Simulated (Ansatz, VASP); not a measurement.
One calculation of C, two programs

```
C
1.0
     1.24720    0.72007    9.53767
    -1.24720    0.72007    9.53767
     0.00000   -1.44014    9.53767
C
10
Direct
  0.02483 0.02483 0.02483
  0.97517 0.97517 0.97517
  0.10868 0.10868 0.10868
  0.89132 0.89132 0.89132
  0.15837 0.15837 0.15837
  0.84163 0.84163 0.84163
  0.37486 0.37486 0.37486
  0.62514 0.62514 0.62514
  0.42532 0.42532 0.42532
  0.57468 0.57468 0.57468
```

Alike in both runs: task single point; functional PBE; k mesh 12 × 12 × 12; occupations gaussian, width 0.05 eV; no spin polarisation.

|  | VASP | Ansatz |
| --- | --- | --- |
| version | VASP 6.6.1 | Ansatz 0.2.0 |
| potentials or method | VASP PAW PBE potentials, release 64 (C), cutoff 520 eV | scalar-relativistic, plane waves, PAW |
| valence electrons in the cell | 40 | 40 |

|  | VASP | Ansatz | Ansatz less VASP |
| --- | --- | --- | --- |
| gap on the k mesh at the Fermi level (eV) | 3.72 | 3.73 | +0.014 |
| least direct gap on the mesh (eV) | 4.65 | 4.66 | +0.008 |
| rms of the force components (eV/Å) | 0.576 | 0.563 | -0.0126 |

Atom by atom the forces differ by 0.013 eV/Å (rms over components). With one functional, cell and mesh, what is left measures potentials, basis and numerics.
